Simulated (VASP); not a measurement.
# MnPt2 (P-3m1) in VASP: settings compared

Aim: see how the results for MnPt2 move with the level of theory and the settings. Levels: PBEsol, LDA. Tasks: single point.

Program: VASP 6.6.1. These are calculated values, not measurements. Logs are shortened: lines on timing, memory, paths and dates and some standing lists are left out, and cuts for length are marked.

**1. The cell of the first run**

It takes space group P-3m1 (No. 164, trigonal). Conventional cell: a = 2.858 Å, b = 2.858 Å, c = 6.533 Å, α = 90.00°, β = 90.00°, γ = 120.00°. Pt (site symmetry 3m) has 3 Mn at 2.64 Å and 9 Pt at 2.86 to 2.91 Å within 3.5 Å. Mn (site symmetry -3m) has 6 Pt at 2.64 Å and 6 Mn at 2.86 Å within 3.5 Å.

**2. Single point, PBEsol, collinear spin, ferromagnetic start**

Contents of INCAR:

```
SYSTEM = MnPt2
  ALGO = Normal
  EDIFF = 1E-6
  ENCUT = 520
  GGA = PS
  ISIF = 2
  ISMEAR = -1
  ISPIN = 2
  LASPH = .True.
  LCHARG = .True.
  LELF = .True.
  LMAXMIX = 4
  LORBIT = 11
  LREAL = .False.
  LVHAR = .True.
  LWAVE = .False.
  MAGMOM = 0 0 4
  NBANDS = 28
  NELM = 150
  PREC = Accurate
  SIGMA = 0.05
```

Contents of KPOINTS:

```
k-points
0
Gamma
  11 11 4
  0 0 0
```

Contents of POSCAR:

```
MnPt2
1.0
    2.8584044518      0.0000000000      0.0000000000
   -1.4292022259      2.4754508696      0.0000000000
    0.0000000000      0.0000000000      6.5325040000
Pt Mn
2 1
Direct
    0.6666666667      0.3333333333      0.3162060000
    0.3333333333      0.6666666667      0.6837940000
    0.0000000000      0.0000000000      0.0000000000
```

Potentials or basis: VASP PAW PBE potentials, release 64 (Pt, Mn_pv).

Command:

```console
> cat potpaw_PBE.64/Pt/POTCAR potpaw_PBE.64/Mn_pv/POTCAR > POTCAR
> mpirun -np 1 vasp_std > vasp.out
```

OUTCAR:

```text
SYSTEM = MnPt2
   EDIFF = 1E-6
   ENCUT = 520
   GGA = PS
   ISIF = 2
   ISMEAR = -1
   ISPIN = 2
   LASPH = .True.
   LORBIT = 11
   LREAL = .False.
   NELM = 150
   PREC = Accurate

 ion  position               nearest neighbor table
   1  0.667  0.333  0.316-   3 2.64   3 2.64   3 2.64   2 2.91   2 2.91   2 2.91
   2  0.333  0.667  0.684-   3 2.64   3 2.64   3 2.64   1 2.91   1 2.91   1 2.91
   3  0.000  0.000  0.000-   1 2.64   2 2.64   1 2.64   2 2.64   1 2.64   2 2.64

  LATTYP: Found a hexagonal cell.
 ALAT       =     2.8584044518
 C/A-ratio  =     2.2853672775

  Lattice vectors:

 A1 = (   2.8584044518,   0.0000000000,   0.0000000000)
 A2 = (  -1.4292022259,   2.4754508696,   0.0000000000)
 A3 = (   0.0000000000,   0.0000000000,   6.5325040000)

Analysis of symmetry for initial positions (statically):
=====================================================================
 Subroutine PRICEL returns:
 Original cell was already a primitive cell.

 Routine SETGRP: Setting up the symmetry group for a
 hexagonal supercell.

 Subroutine GETGRP returns: Found 12 space group operations
 (whereof 12 operations were pure point group operations)
 out of a pool of 24 trial point group operations.

The static configuration has the point symmetry D_3d.

Analysis of symmetry for dynamics (positions and initial velocities):
=====================================================================
 Subroutine PRICEL returns:
 Original cell was already a primitive cell.

 Routine SETGRP: Setting up the symmetry group for a
 hexagonal supercell.

 Subroutine GETGRP returns: Found 12 space group operations
 (whereof 12 operations were pure point group operations)
 out of a pool of 24 trial point group operations.

The dynamic configuration has the point symmetry D_3d.

Analysis of structural, dynamic, and magnetic symmetry:
=====================================================================
 Subroutine PRICEL returns:
 Original cell was already a primitive cell.

 Routine SETGRP: Setting up the symmetry group for a
 hexagonal supercell.

 Subroutine GETGRP returns: Found 12 space group operations
 (whereof 12 operations were pure point group operations)
 out of a pool of 24 trial point group operations.

The overall configuration has the point symmetry D_3d.

 Subroutine INISYM returns: Found 12 space group operations
 (whereof 12 operations are pure point group operations),
 and found     1 'primitive' translations

----------------------------------------------------------------------------------------

                                     Primitive cell

  volume of cell :      46.2230

  direct lattice vectors                    reciprocal lattice vectors
     2.858404452  0.000000000  0.000000000     0.349845523  0.201983407  0.000000000
    -1.429202226  2.475450870  0.000000000     0.000000000  0.403966814  0.000000000
     0.000000000  0.000000000  6.532504000     0.000000000  0.000000000  0.153080656

  length of vectors
     2.858404452  2.858404452  6.532504000     0.403966814  0.403966814  0.153080656

  position of ions in fractional coordinates (direct lattice)
     0.666666667  0.333333333  0.316206000
     0.333333333  0.666666667  0.683794000
     0.000000000  0.000000000  0.000000000

  ion indices of the primitive-cell ions
   primitive index   ion index
                 1           1
                 2           2
                 3           3

----------------------------------------------------------------------------------------

 KPOINTS: k-points

Automatic generation of k-mesh.
 Grid dimensions read from file:
 generate k-points for:   11   11    4

 Generating k-lattice:

  Cartesian coordinates                     Fractional coordinates (reciprocal lattice)
     0.031804138  0.018362128  0.000000000     0.090909091  0.000000000  0.000000000
     0.000000000  0.036724256  0.000000000     0.000000000  0.090909091  0.000000000
     0.000000000  0.000000000  0.038270164     0.000000000  0.000000000  0.250000000

  Length of vectors
     0.036724256  0.036724256  0.038270164

  Shift w.r.t. Gamma in fractional coordinates (k-lattice)
     0.000000000  0.000000000  0.000000000

 Subroutine IBZKPT returns following result:
 ===========================================

 Found     58 irreducible k-points:

 Following reciprocal coordinates:
            Coordinates               Weight
  0.000000  0.000000  0.000000      1.000000
  0.090909  0.000000  0.000000      6.000000
  0.181818  0.000000  0.000000      6.000000
  0.272727  0.000000  0.000000      6.000000
  0.363636  0.000000  0.000000      6.000000
  0.454545  0.000000  0.000000      6.000000
[... 16 lines left out ...]
  0.000000  0.272727  0.250000      6.000000
  0.363636  0.000000  0.250000      6.000000
 [... further k-points ...]
   k-points           NKPTS =     58   k-points in BZ     NKDIM =     58   number of bands    NBANDS=     28
   number of dos      NEDOS =    301   number of ions     NIONS =      3
   total plane-waves  NPLWV =  28800
   dimension x,y,z NGX =    24 NGY =   24 NGZ =   50
   dimension x,y,z NGXF=    48 NGYF=   48 NGZF=  100
   ions per type =               2   1
   NGX,Y,Z   is equivalent  to a cutoff of  13.96, 13.96, 12.72 a.u.
   NGXF,Y,Z  is equivalent  to a cutoff of  27.92, 27.92, 25.45 a.u.
 SYSTEM =  MnPt2
   PREC   = accura    normal or accurate (medium, high low for compatibility)
   ISTART =      0    job   : 0-new  1-cont  2-samecut
   ICHARG =      2    charge: 1-file 2-atom 10-const
   ISPIN  =      2    spin polarized calculation?
   LNONCOLLINEAR =      F non collinear calculations
   LSORBIT =      F    spin-orbit coupling
   LASPH  =      T    aspherical Exc in radial PAW
   ENCUT  =  520.0 eV  38.22 Ry    6.18 a.u.   5.31  5.31 12.15*2*pi/ulx,y,z
   NELM   =    150;   NELMIN=  2; NELMDL= -5     # of ELM steps
   EDIFF  = 0.1E-05   stopping-criterion for ELM
   LREAL  =      F    real-space projection
   EDIFFG = 0.1E-04   stopping-criterion for IOM
   NSW    =      0    number of steps for IOM
   IBRION =     -1    ionic relax: 0-MD 1-quasi-New 2-CG
   NFREE  =      0    steps in history (QN), initial steepest desc. (CG)
   ISIF   =      2    stress and relaxation
   ISYM   =      2    0-nonsym 1-usesym 2-fastsym
   POTIM  = 0.5000    time-step for ionic-motion
   TEBEG  =    0.0;   TEEND  =   0.0 temperature during run
   PSTRESS=    0.0 pullay stress
   NELECT =      33.0000    total number of electrons
   NUPDOWN=      -1.0000    fix difference up-down
   EMIN   =  10.00;   EMAX   =-10.00  energy-range for DOS
   EFERMI =   0.00;   METHOD = LEGACY
   ISMEAR =    -1;   SIGMA  =   0.05  broadening in eV -4-tet -1-fermi 0-gaus
   EFERMI_NEDOS =   21; number of points for ismear=-14 and -15
   IALGO  =     38    algorithm
   IMIX   =      4    mixing-type and parameters
     AMIX     =   0.40;   BMIX     =  1.00
     AMIX_MAG =   1.60;   BMIX_MAG =  1.00
  volume/ion in A,a.u.               =      15.41       103.98
  Fermi-wavevector in a.u.,A,eV,Ry     =   1.463166  2.764983 29.128095  2.140855
  Thomas-Fermi vector in A             =   2.579293
   LORBIT       =     11    0 simple, 1 ext, 2 COOP (PROOUT), +10 PAW based schemes
   GGA     = PS    functional components
   LHFCALC =     F    Hartree Fock is set to
   AEXX    =    0.0000 exact exchange contribution
   IVDW    =     0    specifies the selected vdW correction
   LEPSILON=     F    determine dielectric tensor
   LRPA    =     F    only Hartree local field effects (RPA)
 spin polarized calculation
  energy-cutoff  :      520.00
  volume of cell :       46.22
 maximum number of plane-waves:      1260
 NGX is ok and might be reduce to    24
   NGX = 11   NGY = 11   NGZ = 25

 number of electron      32.9999989 magnetization       4.5210905

 Free energy of the ion-electron system (eV)
  ---------------------------------------------------
  ext. energy  EPLUGINS =         0.00000000
  ---------------------------------------------------
  free energy    TOTEN  =       -23.95504609 eV

  energy without entropy =      -23.93433733  energy(sigma->0) =      -23.94469171

 E-fermi :   9.3662     XC(G=0): -12.9920

 val. band max:        9.3654584761   @ k =  -0.0909   0.4545   0.2500
 cond. band min:       9.4108483163   @ k =   0.0000   0.4545   0.2500
 fundamental gap:      0.0453898402
 Fermi energy:         9.3661702580

 spin component 1

 k-point     1 :       0.0000    0.0000    0.0000
  band No.  band energies     occupation
      1     -40.2319      1.00000
      2     -40.2162      1.00000
      3     -40.2162      1.00000
      4       0.0007      1.00000
      5       2.3353      1.00000
      6       3.5073      1.00000
[... 20 lines left out ...]
     27      28.2567      0.00000
     28      28.2567      0.00000
[... 683 lines left out ...]
 k-point    24 :       0.3636    0.0000    0.2500
  band No.  band energies     occupation
      1     -40.3252      1.00000
      2     -40.2432      1.00000
      3     -40.2182      1.00000
      4       2.7580      1.00000
      5       3.3488      1.00000
      6       3.8759      1.00000
[... 20 lines left out ...]
     27      23.3044      0.00000
     28      24.7748      0.00000

 [... further k-points ...]

 spin component 2

 k-point     1 :       0.0000    0.0000    0.0000
  band No.  band energies     occupation
      1     -36.3268      1.00000
      2     -36.2254      1.00000
      3     -36.2254      1.00000
      4       0.2697      1.00000
      5       2.4883      1.00000
      6       4.3016      1.00000
[... 20 lines left out ...]
     27      28.9898      0.00000
     28      29.0122      0.00000
[... 683 lines left out ...]
 k-point    24 :       0.3636    0.0000    0.2500
  band No.  band energies     occupation
      1     -36.3522      1.00000
      2     -36.3100      1.00000
      3     -36.2564      1.00000
      4       3.0799      1.00000
      5       3.6673      1.00000
      6       4.2010      1.00000
[... 20 lines left out ...]
     27      23.8584      0.00000
     28      25.2750      0.00000

 [... further k-points ...]

------------------------ aborting loop because EDIFF is reached ----------------------------------------

  FORCE on cell =-STRESS in cart. coord.  units (eV):
  Direction    XX          YY          ZZ          XY          YZ          ZX
  --------------------------------------------------------------------------------------
  -------------------------------------------------------------------------------------
  Total       -2.9671213     -2.9671213     -2.0935158      0.0000000      0.0000000      0.0000000
  in kB     -102.8461900   -102.8461900    -72.5653267      0.0000000      0.0000000      0.0000000
  external PRESSURE =     -92.7525689 kB  Pullay stress =       0.0000000 kB

 VOLUME and BASIS-vectors are now :
 -----------------------------------------------------------------------------
  energy-cutoff  :      520.00
  volume of cell :       46.22
      direct lattice vectors                 reciprocal lattice vectors
     2.858404452  0.000000000  0.000000000     0.349845523  0.201983407  0.000000000
    -1.429202226  2.475450870  0.000000000     0.000000000  0.403966814  0.000000000
     0.000000000  0.000000000  6.532504000     0.000000000  0.000000000  0.153080656

 POSITION                                       TOTAL-FORCE (eV/Angst)
 -----------------------------------------------------------------------------------
      1.42920      0.82515      2.06562         0.000000     -0.000000      0.037977
     -0.00000      1.65030      4.46689        -0.000000      0.000000     -0.037977
      0.00000      0.00000      0.00000         0.000000      0.000000     -0.000000
 -----------------------------------------------------------------------------------
    total drift:                                0.000000     -0.000000     -0.000000

  FREE ENERGIE OF THE ION-ELECTRON SYSTEM (eV)
  ---------------------------------------------------
  free  energy   TOTEN  =       -23.9550460860 eV

  energy  without entropy=      -23.9343373305  energy(sigma->0) =      -23.94469171

 total charge

# of ion       s       p       d       tot
------------------------------------------
    1        0.643   0.532   8.035   9.210
    2        0.643   0.532   8.035   9.210
    3        0.322   6.269   4.961  11.552
--------------------------------------------------
tot          1.608   7.333  21.032  29.973

 magnetization (x)

# of ion       s       p       d       tot
------------------------------------------
    1       -0.017  -0.000   0.314   0.297
    2       -0.017  -0.000   0.314   0.297
    3        0.015   0.025   3.698   3.739
--------------------------------------------------
tot         -0.018   0.024   4.326   4.333
```

Run time: 4.2 min. Hardware: 1 thread of Intel Xeon 8259CL, shared host; peak memory 0.27 GiB.

What came out:

* Free energy: -23.9550 eV
* Pressure: -9.3 GPa
* Largest force: 0.038 eV/Å
* Net moment: 4.52 μB per cell
* Site moments: Pt +0.30; Mn +3.74 μB
* Valence electrons inside the program's atomic spheres: Pt 9.21; Mn 11.55

Forces on the atoms (eV/Å):
```
Pt   0.000  0.000  0.038
Pt   0.000  0.000 -0.038
Mn   0.000  0.000  0.000
```

Caveat: the cell stands under tension; the PAW data sets were made with another functional, which shifts forces and pressure a little; spin-orbit coupling is left out, which moves the levels of the heavy elements.

**3. Single point, LDA, collinear spin, ferromagnetic start**

This run uses another cell than the first one, of 15.72 Å³/atom.

Contents of INCAR:

```
PREC     = Accurate       # precision mode
ENCUT    = 520            # plane-wave cutoff, eV
EDIFF    = 1E-6           # SCF threshold, eV
ISMEAR   = -1             # smearing method
SIGMA    = 0.05           # smearing width, eV
LREAL    = False          # projectors in reciprocal space
LASPH    = True           # aspherical terms in the spheres
NELM     = 150            # most SCF steps
ALGO     = Normal         # electronic algorithm
ISIF     = 2              # what is computed and relaxed
LWAVE    = False          # write WAVECAR
LCHARG   = False          # write CHGCAR
ISPIN    = 2              # spin polarisation
MAGMOM   = 0 0 4          # initial moments
LORBIT   = 11             # projections on sites
LMAXMIX  = 4              # l up to which the mixer works
NBANDS   = 28             # bands
```

Contents of KPOINTS:

```
Automatic mesh
0
Gamma
  11 11 4
```

Contents of POSCAR:

```
MnPt2
1.0
    2.8773348343      0.0000000000      0.0000000000
   -1.4386674171      2.4918450617      0.0000000000
    0.0000000000      0.0000000000      6.5757668767
Pt Mn
2 1
Direct
    0.6666666667      0.3333333333      0.3162060000
    0.3333333333      0.6666666667      0.6837940000
    0.0000000000      0.0000000000      0.0000000000
```

Potentials or basis: VASP PAW LDA potentials, release 64 (Pt, Mn_pv).

Command:

```console
> cat potpaw_LDA.64/Pt/POTCAR potpaw_LDA.64/Mn_pv/POTCAR > POTCAR
> mpirun -np 1 vasp_std > vasp.out
```

Run time: 3.7 min. Hardware: 1 thread of Intel Xeon 8259CL, shared host; peak memory 0.25 GiB.

It converged, with:

| Item | Value |
| --- | --- |
| Free energy | -24.8553 eV |
| Pressure | -18.6 GPa |
| Largest force | 0.133 eV/Å |
| Net moment | 4.28 μB per cell |
| Site moments | Pt +0.26; Mn +3.57 μB |
| Valence electrons inside the program's atomic spheres | Pt 9.18; Mn 11.55 |

Forces on the atoms (eV/Å):
```
Pt   0.000  0.000 -0.133
Pt   0.000  0.000  0.133
Mn   0.000  0.000  0.000
```

Stress tensor (GPa, compression positive):
```
-19.37   0.00   0.00
  0.00 -19.37   0.00
  0.00   0.00 -17.04
```

Levels at points of the mesh, in eV from the Fermi level:
Spin up:
| k point | band 16 | band 17 | band 18 | band 19 | band 20 | band 21 | band 22 | band 23 |
| --- | --- | --- | --- | --- | --- | --- | --- | --- |
| (0.00, 0.00, 0.00) | -1.36 | -1.36 | -1.03 | -1.03 | -0.67 | -0.67 | 9.97 | 11.07 |
| (0.00, 0.00, 0.50) | -1.69 | -1.50 | -1.50 | -0.04 | -0.04 | 0.33 | 6.01 | 14.33 |
Spin down:
```tsv
k point	band 11	band 12	band 13	band 14	band 15	band 16	band 17	band 18	band 19	band 20
(0.00, 0.00, 0.00)	-2.68	-2.23	-1.82	-1.82	-0.88	-0.88	0.52	1.14	1.14	1.96
(0.00, 0.00, 0.50)	-2.98	-1.53	-1.53	-1.39	-1.39	0.11	0.65	1.17	1.17	2.14
```

Caveat: the cell stands under tension; spin-orbit coupling is left out, which moves the levels of the heavy elements.
